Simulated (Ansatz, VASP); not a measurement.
**MnS in VASP and in Ansatz**

File INCAR:

```
SYSTEM = MnS
PREC = Accurate
ENCUT = 600
EDIFF = 1E-7
ISMEAR = -1
SIGMA = 0.05
LREAL = .FALSE.
LASPH = .TRUE.
NELM = 150
ALGO = Normal
ISIF = 3
LWAVE = .FALSE.
LCHARG = .FALSE.
ISPIN = 2
MAGMOM = 4 0
LORBIT = 11
LMAXMIX = 4
GGA = PS
IBRION = 2
NSW = 60
EDIFFG = -0.01
```

Contents of KPOINTS:

```
regular mesh
0
G
  9 9 9
  0 0 0
```

File POSCAR:

```
MnS
1.0
    0.0000000000      2.6045000000      2.6045000000
    2.6045000000      0.0000000000      2.6045000000
    2.6045000000      2.6045000000      0.0000000000
Mn S
1 1
Direct
    0.0000000000      0.0000000000      0.0000000000
    0.5000000000      0.5000000000      0.5000000000
```

input.yaml

```yaml
crystal:
  lattice:
    - [0.0, 2.6045, 2.6045]
    - [2.6045, 0.0, 2.6045]
    - [2.6045, 2.6045, 0.0]
  atoms:
    - { symbol: Mn, position: [0.0, 0.0, 0.0], spin: 4.0 }
    - { symbol: S, position: [0.5, 0.5, 0.5] }
hamiltonian:
  xc: pbesol
  pseudopotentials: { kind: paw }
magnetization:
  spin_polarized: true
kpoints:
  mp_grid: { grid: [9, 9, 9] }
scf:
  occupations: { method: fermi_dirac, width: 0.05 }
output:
  forces: true
  stress: true
  eigenvalues: true
relax:
  f_tol: 0.01
  max_steps: 40
  cell: { stress_tol: 0.05 }
```

Alike in both runs: task relaxation of cell and atoms; functional PBEsol; k mesh 9 × 9 × 9; occupations fermi-dirac, width 0.05 eV; collinear spin.

|  | VASP | Ansatz |
| --- | --- | --- |
| version | VASP 6.6.1 | Ansatz 0.2.0 |
| potentials or method | VASP PAW PBE potentials, release 64 (Mn_pv, S) | Ansatz PAW |
| plane-wave cutoff (eV) | 600 | 420 |
| valence electrons in the cell | 19 | 21 |

|  | VASP | Ansatz | Ansatz less VASP |
| --- | --- | --- | --- |
| gap on the k mesh at the Fermi level, each at its own relaxed structure (eV) | none | none | - |
| net moment per atom (μB) | 2.00 | 1.99 | -0.005 |
| size of the moment on the site where the two differ most (μB) | 3.71 | 3.58 | -0.127 |
| relaxed volume (Å³/atom) | 14.90 | 14.85 | -0.052 |
| relaxed length of the cell vector where the two differ most in proportion (Å) | 3.480 | 3.476 | -0.0040 |

VASP's potentials were made for PBE, not for PBEsol. Site moments also hang on the region over which each program counts them. A gap of «none» marks a metal or a gap that the smearing closes. VASP's potentials hold 19 valence electrons a cell and Ansatz's 21, so a difference there can come from the potentials and not from the codes.

Noted on VASP's run: the volume moved by over 15 % at a fixed basis, so the end points are rough. Noted on Ansatz's run: the volume moved by over 15 % at a fixed basis, so the end points are rough; the plane-wave basis is chosen anew once the cell has moved, so the energies of steps on either side of that aren't comparable.
